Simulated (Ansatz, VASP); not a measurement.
**Two plane-wave programs on Li2ZrP2**

The input INCAR:

```
PREC = Accurate ; ENCUT = 600
EDIFF = 1E-7 ; ISMEAR = 0
SIGMA = 0.1 ; LREAL = False
LASPH = True ; NELM = 100
ALGO = Normal ; ISIF = 3
LWAVE = False ; LCHARG = False
GGA = PE ; IBRION = 2
NSW = 90 ; EDIFFG = -0.04
```

Contents of KPOINTS:

```
regular mesh
0
Gamma
  6 6 6
```

Contents of POSCAR:

```
Li2ZrP2
1.0
   -1.9711057581      1.9711057581      4.7816741642
    1.9711057581     -1.9711057581      4.7816741642
    1.9711057581      1.9711057581     -4.7816741642
Li Zr P
2 1 2
Direct
    0.3711000000      0.3711000000      0.0000000000
    0.6289000000      0.6289000000      0.0000000000
    0.0000000000      0.0000000000      0.0000000000
    0.2500000000      0.7500000000      0.5000000000
    0.7500000000      0.2500000000      0.5000000000
```

Input for Ansatz:

```yaml
crystal:
  lattice:
    - [-1.9711057581, 1.9711057581, 4.7816741642]
    - [1.9711057581, -1.9711057581, 4.7816741642]
    - [1.9711057581, 1.9711057581, -4.7816741642]
  atoms:
    - { symbol: Li, position: [0.3711, 0.3711, 0.0] }
    - { symbol: Li, position: [0.6289, 0.6289, 0.0] }
    - { symbol: Zr, position: [0.0, 0.0, 0.0] }
    - { symbol: P, position: [0.25, 0.75, 0.5] }
    - { symbol: P, position: [0.75, 0.25, 0.5] }
basis:
  ecutwfc: 420
kpoints:
  mp_grid: { grid: [6, 6, 6] }
hamiltonian:
  xc: pbe
scf:
  occupations: { method: gaussian, width: 0.1 }
  lower_state_search: "off"
output:
  forces: true
  stress: true
  eigenvalues: true
relax:
  adjacent_minimum: "off"
  f_tol: 0.04
  max_steps: 70
  cell: { stress_tol: 0.4 }
```

Alike in both runs: task relaxation of cell and atoms; functional PBE; k mesh 6 × 6 × 6; occupations gaussian, width 0.1 eV; no spin polarisation.

|  | VASP | Ansatz |
| --- | --- | --- |
| version | VASP 6.6.1 | Ansatz 0.2.0 |
| potentials or method | VASP PAW PBE potentials, release 64 (Li_sv, Zr_sv, P), cutoff 600 eV | scalar-relativistic, plane waves, PAW |
| valence electrons in the cell | 28 | 28 |

|  | VASP | Ansatz | Ansatz less VASP |
| --- | --- | --- | --- |
| gap on the k mesh at the Fermi level, each at its own relaxed structure (eV) | none | none | - |
| relaxed volume (Å³/atom) | 14.83 | 14.86 | +0.031 |
| relaxed length of the cell vector where the two differ most in proportion (Å) | 4.988 | 4.993 | +0.0057 |

A gap of «none» marks a metal or a gap that the smearing closes.

The k mesh is coarse, so the values compare programs but aren't converged. Noted on VASP's run: the cutoff is under 1.25 times that of the potentials, so the pressure is a little rough.
